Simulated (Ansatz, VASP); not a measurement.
Two plane-wave programs on Si2W

```
Si W
1.0
     0.00000   -3.20250    0.00000
    -3.20250    0.00000    0.00000
     0.00000    0.00000   -7.81573
Si W
4 2
Direct
  0.33706 0.44413 0.18477
  0.16294 0.05587 0.64624
  0.48650 0.54250 0.80660
  0.01350 0.95750 0.36240
  0.02066 0.79814 0.98217
  0.47934 0.70186 0.51783
```

Alike in both runs: task single point; functional PBEsol; k mesh 10 × 10 × 6; occupations gaussian, width 0.15 eV; no spin polarisation.

|  | VASP | Ansatz |
| --- | --- | --- |
| version | VASP 6.6.1 | Ansatz 0.2.0 |
| potentials or method | VASP PAW PBE potentials, release 64 (Si, W_sv), cutoff 520 eV | scalar-relativistic, plane waves, PAW |
| valence electrons in the cell | 44 | 44 |

```csv
,VASP,Ansatz,Ansatz less VASP
gap on the k mesh at the Fermi level (eV),none,none,-
rms of the force components (eV/Å),8.480,8.401,-0.0790
```

VASP's potentials were made for PBE, not for PBEsol. Atom by atom the forces differ by 0.080 eV/Å (rms over components). A gap of «none» marks a metal or a gap that the smearing closes. With one functional, cell and mesh, what is left measures potentials, basis and numerics.

Neither program's run includes spin-orbit coupling.
